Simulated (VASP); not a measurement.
Runs of VASP 6.6.1 on SnTe. The structure is that of space group Fm-3m (No. 225), or close to it. The cells are those of the table. 

```csv
task,cell,gap on the mesh (eV),pressure (GPa)
single point,"a = 4.486 Å, angles 59.3°, 2 atoms",0.31,-0.6
single point,"a = 4.373 Å, angles 60.0°, 2 atoms",-,2.6
electric field gradients,"a = 4.434 Å, angles 60.0°, 2 atoms",-,0.4
single point,"a = 4.404 Å, angles 60.0°, 2 atoms",-,(a)
single point,"a = 4.449 Å, angles 60.0°, 2 atoms",-,-0.1
electric field gradients,"a = 4.509, b = 4.509, c = 4.464 Å, angles 60.3, 60.3, 59.3°, 2 atoms",(b),-1.3
single point,"a = 4.486, b = 4.486, c = 4.509 Å, angles 59.8, 59.8, 60.3°, 2 atoms",0.41,-1.4
```

Alike in all rows: level PBEsol; potentials or basis VASP PAW PBE potentials, release 64 (Sn_d, Te); no spin polarisation; k mesh 11 × 11 × 11; cutoff (eV) 520; smearing fermi-dirac 0.08 eV.

**Question.** Estimate the missing entries.

**Answer.** (a) 1.5; (b) 0.39.

Caveats: the PAW data sets were made with another functional, which shifts forces and pressure a little; spin-orbit coupling is left out, which moves the levels of the heavy elements; an odd mesh through Γ misses points on the zone boundary, where band edges can lie (at least some runs).

A k mesh can miss the band edges, and the runs leave out spin-orbit coupling on Sn, Te.
